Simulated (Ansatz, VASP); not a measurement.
# MgS5 in VASP and in Ansatz

Contents of INCAR:

```
SYSTEM = MgS5
PREC = Accurate
ENCUT = 520
EDIFF = 1E-6
ISMEAR = 0
SIGMA = 0.1
LREAL = .FALSE.
LASPH = .TRUE.
NELM = 100
ALGO = Normal
ISIF = 2
LWAVE = .FALSE.
LCHARG = .FALSE.
GGA = PE
NBANDS = 25
```

Contents of KPOINTS:

```
Automatic mesh
0
G
  6 6 2
  0 0 0
```

File POSCAR:

```
MgS5
1.0
    4.5721736200      0.0000000000      0.0000000000
   -2.2860868100      3.9596185100      0.0000000000
    0.0000000000      0.0000000000      7.6938254700
Mg S
1 5
Direct
    0.0000000000      0.0000000000      0.5000000000
    0.5000000000      0.0000000000      0.0000000000
    0.0000000000      0.5000000000      0.0000000000
    0.5000000000      0.5000000000      0.0000000000
    0.0000000000      0.0000000000      0.8080122800
    0.0000000000      0.0000000000      0.1919877200
```

Input for Ansatz:

```yaml
crystal:
  lattice:
    - [4.57217362, 0.0, 0.0]
    - [-2.28608681, 3.95961851, 0.0]
    - [0.0, 0.0, 7.69382547]
  atoms:
    - { symbol: Mg, position: [0.0, 0.0, 0.5] }
    - { symbol: S, position: [0.5, 0.0, 0.0] }
    - { symbol: S, position: [0.0, 0.5, 0.0] }
    - { symbol: S, position: [0.5, 0.5, 0.0] }
    - { symbol: S, position: [0.0, 0.0, 0.80801228] }
    - { symbol: S, position: [0.0, 0.0, 0.19198772] }
basis:
  ecutwfc: 420
kpoints:
  mp_grid: { grid: [6, 6, 2] }
hamiltonian:
  xc: pbe
scf:
  occupations: { method: gaussian, width: 0.1 }
  lower_state_search: "off"
output:
  forces: true
  stress: true
  eigenvalues: true
```

Alike in both runs: task single point; functional PBE; k mesh 6 × 6 × 2; occupations gaussian, width 0.1 eV; no spin polarisation.

```csv
,VASP,Ansatz
version,VASP 6.6.1,Ansatz 0.2.0
potentials or method,"VASP PAW PBE potentials, release 64 (Mg, S), cutoff 520 eV","scalar-relativistic, plane waves, PAW"
valence electrons in the cell,32,40
```

```csv
,VASP,Ansatz,Ansatz less VASP
gap on the k mesh at the Fermi level (eV),none,none,-
pressure (GPa),10.5,10.7,+0.19
"traceless stress, the component that is largest in VASP (GPa)",-5.14,-5.20,-0.060
rms of the force components (eV/Å),0.907,0.906,-0.0015
```

Atom by atom the forces differ by 0.001 eV/Å (rms over components). A gap of «none» marks a metal or a gap that the smearing closes. The functional is the same, so the differences come from potentials, cutoffs and numerics. VASP's potentials hold 32 valence electrons a cell and Ansatz's 40, so a difference there can come from the potentials and not from the codes.

The k mesh is coarse, so the values compare programs but aren't converged.
